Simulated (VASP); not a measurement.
# Cu (Fm-3m) in VASP: a series of runs

The runs below take Cu through single point, relaxation of cell and atoms, with PBE.

Program: VASP 6.6.1. These are calculated values, not measurements. Logs are shortened: lines on timing, memory, paths and dates and some standing lists are left out, and cuts for length are marked.

## 1. The cell of the first run

It takes space group Fm-3m (No. 225, cubic). The conventional cell has a = 3.629 Å, b = 3.629 Å, c = 3.629 Å, α = 90.00°, β = 90.00°, γ = 90.00°. Within 3.4 Å of Cu (site symmetry m-3m) lie 12 Cu at 2.57 Å.

## 2. Single point, PBE

File INCAR:

```
SYSTEM = Cu
ALGO = Normal
EDIFF = 1E-6
ENCUT = 520
GGA = PE
ISIF = 2
ISMEAR = 0
LASPH = .TRUE.
LCHARG = .FALSE.
LREAL = .FALSE.
LWAVE = .FALSE.
NBANDS = 12
NELM = 80
PREC = Accurate
SIGMA = 0.1
```

File KPOINTS:

```
k-points
0
G
  12 12 12
  0 0 0
```

File POSCAR:

```
Cu
1.0
    0.0000000000      1.8145191890      1.8145191890
    1.8145191890      0.0000000000      1.8145191890
    1.8145191890      1.8145191890      0.0000000000
Cu
1
Direct
    0.0000000000      0.0000000000      0.0000000000
```

Potentials or basis: VASP PAW PBE potentials, release 64 (Cu).

Started as:

```
> cat potpaw_PBE.64/Cu/POTCAR > POTCAR
> mpirun -np 1 vasp_std > vasp.out
```

OUTCAR:

```text
SYSTEM = Cu
   EDIFF = 1E-6
   ENCUT = 520
   GGA = PE
   ISIF = 2
   ISMEAR = 0
   LASPH = .TRUE.
   LREAL = .FALSE.
   NELM = 80
   PREC = Accurate

 ion  position               nearest neighbor table
   1  0.000  0.000  0.000-

  LATTYP: Found a face centered cubic cell.
 ALAT       =     3.6290383780

  Lattice vectors:

 A1 = (   0.0000000000,   1.8145191890,   1.8145191890)
 A2 = (   1.8145191890,   0.0000000000,   1.8145191890)
 A3 = (   1.8145191890,   1.8145191890,   0.0000000000)

Analysis of symmetry for initial positions (statically):
=====================================================================
 Subroutine PRICEL returns:
 Original cell was already a primitive cell.

 Routine SETGRP: Setting up the symmetry group for a
 face centered cubic supercell.

 Subroutine GETGRP returns: Found 48 space group operations
 (whereof 48 operations were pure point group operations)
 out of a pool of 48 trial point group operations.

The static configuration has the point symmetry O_h .

Analysis of symmetry for dynamics (positions and initial velocities):
=====================================================================
 Subroutine PRICEL returns:
 Original cell was already a primitive cell.

 Routine SETGRP: Setting up the symmetry group for a
 face centered cubic supercell.

 Subroutine GETGRP returns: Found 48 space group operations
 (whereof 48 operations were pure point group operations)
 out of a pool of 48 trial point group operations.

The dynamic configuration has the point symmetry O_h .

 Subroutine INISYM returns: Found 48 space group operations
 (whereof 48 operations are pure point group operations),
 and found     1 'primitive' translations

----------------------------------------------------------------------------------------

                                     Primitive cell

  volume of cell :      11.9485

  direct lattice vectors                    reciprocal lattice vectors
     0.000000000  1.814519189  1.814519189    -0.275555091  0.275555091  0.275555091
     1.814519189  0.000000000  1.814519189     0.275555091 -0.275555091  0.275555091
     1.814519189  1.814519189  0.000000000     0.275555091  0.275555091 -0.275555091

  length of vectors
     2.566117646  2.566117646  2.566117646     0.477275418  0.477275418  0.477275418

  position of ions in fractional coordinates (direct lattice)
     0.000000000  0.000000000  0.000000000

  ion indices of the primitive-cell ions
   primitive index   ion index
                 1           1

----------------------------------------------------------------------------------------

 KPOINTS: k-points

Automatic generation of k-mesh.
 Grid dimensions read from file:
 generate k-points for:   12   12   12

 Generating k-lattice:

  Cartesian coordinates                     Fractional coordinates (reciprocal lattice)
    -0.022962924  0.022962924  0.022962924     0.083333333  0.000000000  0.000000000
     0.022962924 -0.022962924  0.022962924     0.000000000  0.083333333  0.000000000
     0.022962924  0.022962924 -0.022962924     0.000000000  0.000000000  0.083333333

  Length of vectors
     0.039772951  0.039772951  0.039772951

  Shift w.r.t. Gamma in fractional coordinates (k-lattice)
     0.000000000  0.000000000  0.000000000

 Subroutine IBZKPT returns following result:
 ===========================================

 Found     72 irreducible k-points:

 Following reciprocal coordinates:
            Coordinates               Weight
  0.000000  0.000000  0.000000      1.000000
  0.083333  0.000000  0.000000      8.000000
  0.166667  0.000000  0.000000      8.000000
  0.250000  0.000000  0.000000      8.000000
  0.333333  0.000000  0.000000      8.000000
  0.416667  0.000000  0.000000      8.000000
[... 16 lines left out ...]
  0.500000  0.166667  0.000000     24.000000
 -0.416667  0.166667  0.000000     24.000000
 [... further k-points ...]
   k-points           NKPTS =     72   k-points in BZ     NKDIM =     72   number of bands    NBANDS=     12
   number of dos      NEDOS =    301   number of ions     NIONS =      1
   total plane-waves  NPLWV =   8000
   dimension x,y,z NGX =    20 NGY =   20 NGZ =   20
   dimension x,y,z NGXF=    40 NGYF=   40 NGZF=   40
   ions per type =               1
   NGX,Y,Z   is equivalent  to a cutoff of  12.96, 12.96, 12.96 a.u.
   NGXF,Y,Z  is equivalent  to a cutoff of  25.91, 25.91, 25.91 a.u.
 SYSTEM =  Cu
   PREC   = accura    normal or accurate (medium, high low for compatibility)
   ISTART =      0    job   : 0-new  1-cont  2-samecut
   ICHARG =      2    charge: 1-file 2-atom 10-const
   ISPIN  =      1    spin polarized calculation?
   LNONCOLLINEAR =      F non collinear calculations
   LSORBIT =      F    spin-orbit coupling
   LASPH  =      T    aspherical Exc in radial PAW
   ENCUT  =  520.0 eV  38.22 Ry    6.18 a.u.   4.77  4.77  4.77*2*pi/ulx,y,z
   NELM   =     80;   NELMIN=  2; NELMDL= -5     # of ELM steps
   EDIFF  = 0.1E-05   stopping-criterion for ELM
   LREAL  =      F    real-space projection
   EDIFFG = 0.1E-04   stopping-criterion for IOM
   NSW    =      0    number of steps for IOM
   IBRION =     -1    ionic relax: 0-MD 1-quasi-New 2-CG
   NFREE  =      0    steps in history (QN), initial steepest desc. (CG)
   ISIF   =      2    stress and relaxation
   ISYM   =      2    0-nonsym 1-usesym 2-fastsym
   POTIM  = 0.5000    time-step for ionic-motion
   TEBEG  =    0.0;   TEEND  =   0.0 temperature during run
   PSTRESS=    0.0 pullay stress
   NELECT =      11.0000    total number of electrons
   NUPDOWN=      -1.0000    fix difference up-down
   EMIN   =  10.00;   EMAX   =-10.00  energy-range for DOS
   EFERMI =   0.00;   METHOD = LEGACY
   ISMEAR =     0;   SIGMA  =   0.10  broadening in eV -4-tet -1-fermi 0-gaus
   EFERMI_NEDOS =   21; number of points for ismear=-14 and -15
   IALGO  =     38    algorithm
   IMIX   =      4    mixing-type and parameters
     AMIX     =   0.40;   BMIX     =  1.00
     AMIX_MAG =   1.60;   BMIX_MAG =  1.00
  volume/ion in A,a.u.               =      11.95        80.63
  Fermi-wavevector in a.u.,A,eV,Ry     =   1.592578  3.009537 34.508539  2.536306
  Thomas-Fermi vector in A             =   2.690942
   LORBIT       =      0    0 simple, 1 ext, 2 COOP (PROOUT), +10 PAW based schemes
   GGA     = PE    functional components
   LHFCALC =     F    Hartree Fock is set to
   AEXX    =    0.0000 exact exchange contribution
   IVDW    =     0    specifies the selected vdW correction
   LEPSILON=     F    determine dielectric tensor
   LRPA    =     F    only Hartree local field effects (RPA)
 non-spin polarized calculation
 Gauss-broadening in eV      SIGMA  =   0.10
  energy-cutoff  :      520.00
  volume of cell :       11.95
 maximum number of plane-waves:       332
   NGX =  9   NGY =  9   NGZ =  9

 number of electron      10.9999998 magnetization

 Free energy of the ion-electron system (eV)
  ---------------------------------------------------
  ext. energy  EPLUGINS =         0.00000000
  ---------------------------------------------------
  free energy    TOTEN  =        -3.72480066 eV

  energy without entropy =       -3.72342053  energy(sigma->0) =       -3.72411059

 E-fermi :   7.3496     XC(G=0): -12.6594

 val. band max:        7.3440994592   @ k =   0.4167   0.4167   0.0000
 cond. band min:       7.3525010551   @ k =   0.5000   0.3333   0.1667
 fundamental gap:      0.0084015959
 Fermi energy:         7.3495735024

 k-point     1 :       0.0000    0.0000    0.0000
  band No.  band energies     occupation
      1      -1.8214      2.00000
      2       4.4453      2.00000
      3       4.4453      2.00000
      4       4.4453      2.00000
      5       5.2524      2.00000
      6       5.2524      2.00000
      7      29.9429      0.00000
      8      32.4967      0.00000
      9      32.4967      0.00000
     10      32.4967      0.00000
     11      34.9788      0.00000
     12      34.9788      0.00000

 k-point     2 :       0.0833    0.0000    0.0000
  band No.  band energies     occupation
      1      -1.5711      2.00000
      2       4.3941      2.00000
      3       4.4906      2.00000
      4       4.4906      2.00000
      5       5.2355      2.00000
      6       5.2355      2.00000
      7      28.1896      0.00000
      8      30.7734      0.00000
      9      31.8046      0.00000
     10      31.8046      0.00000
     11      36.0209      0.00000
     12      36.0209      0.00000

 k-point     3 :       0.1667    0.0000    0.0000
  band No.  band energies     occupation
      1      -0.8406      2.00000
      2       4.2744      2.00000
      3       4.5812      2.00000
      4       4.5812      2.00000
      5       5.2274      2.00000
      6       5.2274      2.00000
      7      23.9669      0.00000
      8      30.3526      0.00000
      9      30.8277      0.00000
     10      30.8277      0.00000
     11      36.8280      0.00000
     12      37.3703      0.00000
[... 286 lines left out ...]
 k-point    23 :       0.5000    0.1667    0.0000
  band No.  band energies     occupation
      1       2.8464      2.00000
      2       4.0546      2.00000
      3       4.5295      2.00000
      4       4.7307      2.00000
      5       5.8294      2.00000
      6       7.9083      0.00000
      7      12.4024      0.00000
      8      23.0786      0.00000
      9      25.4368      0.00000
     10      27.6369      0.00000
     11      37.3466      0.00000
     12      37.7566      0.00000

 k-point    24 :      -0.4167    0.1667    0.0000
  band No.  band energies     occupation
      1       2.9032      2.00000
      2       4.0998      2.00000
      3       4.6151      2.00000
      4       4.6964      2.00000
      5       5.7148      2.00000
      6       8.4334      0.00000
      7      11.7066      0.00000
      8      22.0803      0.00000
      9      26.4576      0.00000
     10      28.0610      0.00000
     11      36.4571      0.00000
     12      37.2458      0.00000

 [... further k-points ...]
[... 5 lines left out ...]
  --------------------------------------------------------------------------------------
  -------------------------------------------------------------------------------------
  Total        0.0384194      0.0384194      0.0384194     -0.0000000     -0.0000000      0.0000000
  in kB        5.1516578      5.1516578      5.1516578     -0.0000000     -0.0000000      0.0000000
  external PRESSURE =       5.1516578 kB  Pullay stress =       0.0000000 kB

 VOLUME and BASIS-vectors are now :
 -----------------------------------------------------------------------------
  energy-cutoff  :      520.00
  volume of cell :       11.95
      direct lattice vectors                 reciprocal lattice vectors
     0.000000000  1.814519189  1.814519189    -0.275555091  0.275555091  0.275555091
     1.814519189  0.000000000  1.814519189     0.275555091 -0.275555091  0.275555091
     1.814519189  1.814519189  0.000000000     0.275555091  0.275555091 -0.275555091

 POSITION                                       TOTAL-FORCE (eV/Angst)
 -----------------------------------------------------------------------------------
      0.00000      0.00000      0.00000         0.000000     -0.000000     -0.000000
 -----------------------------------------------------------------------------------
    total drift:                                0.000000      0.000000      0.000000

  FREE ENERGIE OF THE ION-ELECTRON SYSTEM (eV)
  ---------------------------------------------------
  free  energy   TOTEN  =        -3.7248006610 eV

  energy  without entropy=       -3.7234205264  energy(sigma->0) =       -3.72411059
```

Run time: 8.4 s. Hardware: 1 thread of Intel Xeon Platinum 8488C (Sapphire Rapids), shared host; peak memory 0.13 GiB.

Results:

| Quantity | Value |
| --- | --- |
| Free energy | -3.7248 eV |
| Pressure | 0.5 GPa |

## 3. Relaxation of cell and atoms, PBE

This run uses another cell than the first one, of 11.66 Å³/atom, 0.976 times its volume.

File INCAR:

```
SYSTEM = Cu
PREC = Accurate
ENCUT = 600
EDIFF = 1E-6
ISMEAR = 0
SIGMA = 0.1
LREAL = .False.
LASPH = .True.
NELM = 100
ALGO = Normal
ISIF = 3
LWAVE = .False.
LCHARG = .False.
GGA = PE
IBRION = 2
NSW = 80
EDIFFG = -0.003
```

File KPOINTS:

```
regular mesh
0
Gamma
  12 12 12
  0 0 0
```

File POSCAR:

```
Cu
1.0
    0.0000000000      1.8000000000      1.8000000000
    1.8000000000      0.0000000000      1.8000000000
    1.8000000000      1.8000000000      0.0000000000
Cu
1
Direct
    0.0000000000      0.0000000000      0.0000000000
```

Potentials or basis: VASP PAW PBE potentials, release 64 (Cu).

Started as:

```
> cat potpaw_PBE.64/Cu/POTCAR > POTCAR
> mpirun -np 1 vasp_std > vasp.out
```

It took 19 s on 1 thread of Intel Xeon Platinum 8488C (Sapphire Rapids), shared host; peak memory 0.13 GiB.

It converged, with:

* Free energy: -3.7249 eV
* Relaxed volume: 12.00 Å³/atom
* Relaxed cell: a = 2.570 Å, b = 2.570 Å, c = 2.570 Å, α = 60.00°, β = 60.00°, γ = 60.00°
* Space group after relaxing (to 0.05 Å): Fm-3m (No. 225)
* Energy gained by relaxing: 4.2 meV/atom
* Ionic steps: 4
* Pressure after relaxing: 0.0 GPa

Step by step:
```tsv
step	energy change (eV)	largest force (eV/Å)	pressure (GPa)	volume (Å³)
1	0.0000	0.0000	4.20	11.66
2	-0.0030	0.0000	-2.11	12.19
3	-0.0042	0.0000	0.04	12.00
4	-0.0042	0.0000	-0.03	12.00
```

Final structure:
```xyz
1
Lattice="0.0000 1.8173 1.8173 1.8173 0.0000 1.8173 1.8173 1.8173 0.0000" Properties=species:S:1:pos:R:3 pbc="T T T"
Cu    1.8173    1.8173    0.0000
```

Levels at points of the mesh, in eV from the Fermi level:
| k point | band 4 | band 5 | band 6 | band 7 | band 8 | band 9 |
| --- | --- | --- | --- | --- | --- | --- |
| (0.00, 0.00, 0.00) | -2.89 | -2.09 | -2.09 | 22.56 | 25.08 | 25.08 |
| (0.50, 0.00, 0.00) | -1.53 | -1.53 | -0.86 | 3.77 | 21.06 | 21.91 |
| (0.50, 0.50, 0.00) | -1.39 | -1.39 | 1.60 | 7.09 | 13.05 | 13.05 |
